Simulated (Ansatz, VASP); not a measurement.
**Two plane-wave programs on CsH**

```xyz
2
Lattice="0.0000 3.1880 3.1880 3.1880 0.0000 3.1880 3.1880 3.1880 0.0000" Properties=species:S:1:pos:R:3 pbc="T T T"
Cs    0.0000    0.0000    0.4375
H     3.1880    3.1880    3.1880
```

Change from the starting cell: all Cs atoms moved +0.438 Å, as atom 1 along Cartesian [0 0 1].

Alike in both runs: task single point; functional r2SCAN; k mesh 6 × 6 × 6; occupations gaussian, width 0.05 eV; no spin polarisation.

|  | VASP | Ansatz |
| --- | --- | --- |
| version | VASP 6.6.1 | Ansatz 0.2.0 |
| potentials or method | VASP PAW PBE potentials, release 64 (Cs_sv, H), cutoff 520 eV | scalar-relativistic, plane waves, PAW |
| valence electrons in the cell | 10 | 10 |

|  | VASP | Ansatz | Ansatz less VASP |
| --- | --- | --- | --- |
| gap on the k mesh at the Fermi level (eV) | 2.80 | 2.82 | +0.014 |
| least direct gap on the mesh (eV) | 2.80 | 2.82 | +0.014 |
| pressure (GPa) | 0.5 | 0.5 | -0.03 |
| traceless stress, the component that is largest in VASP (GPa) | 1.41 | 1.38 | -0.027 |
| rms of the force components (eV/Å) | 0.224 | 0.220 | -0.0035 |

VASP's potentials were made for PBE, not for r2SCAN. Atom by atom the forces differ by 0.003 eV/Å (rms over components).

Spin-orbit coupling is off throughout.
